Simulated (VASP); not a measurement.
A run of VASP 6.6.1 is set up as follows.

The input INCAR:

```
SYSTEM = Sr4TmSi
  ALGO = Normal
  EDIFF = 1E-6
  ENCUT = 500
  GGA = PE
  GGA_COMPAT = .False.
  ISIF = 2
  ISMEAR = 0
  LASPH = .True.
  LCHARG = .True.
  LELF = .True.
  LMAXMIX = 6
  LREAL = .False.
  LVHAR = .True.
  LWAVE = .False.
  NBANDS = 36
  NELM = 200
  PREC = Accurate
  SIGMA = 0.2
```

Contents of KPOINTS:

```
k-points
0
Gamma
  4 4 2
  0 0 0
```

The input POSCAR:

```
Sr4TmSi
1.0
    5.9158142592      0.0000000034      0.0000000000
   -2.9579071325      5.1232454308      0.0000000000
    0.0000000000      0.0000000000      6.9877309181
Sr Tm Si
4 1 1
Direct
    0.3333333333      0.6666666667      0.2455828738
    0.3333333333      0.6666666667      0.7544171262
    0.6666666667      0.3333333333      0.7544171262
    0.6666666667      0.3333333333      0.2455828738
    0.0000000000      0.0000000000      0.5000000000
    0.0000000000      0.0000000000      0.0000000000
```

Potentials or basis: VASP PAW PBE potentials, release 64 (Sr_sv, Tm_3, Si), 4f in core.

Launch:

```bash
$ cat potpaw_PBE.64/Sr_sv/POTCAR potpaw_PBE.64/Tm_3/POTCAR potpaw_PBE.64/Si/POTCAR > POTCAR
$ mpirun -np 1 vasp_std > vasp.out
```

(1) What does it give for the largest force?

(2) Estimate the pressure.

## Answers

(1) 0.045 eV/Å.

(2) 0.6 GPa.

Caveat: the k points lie up to 0.45 Å⁻¹ apart, too coarse for converged energies and pressures of a metal.
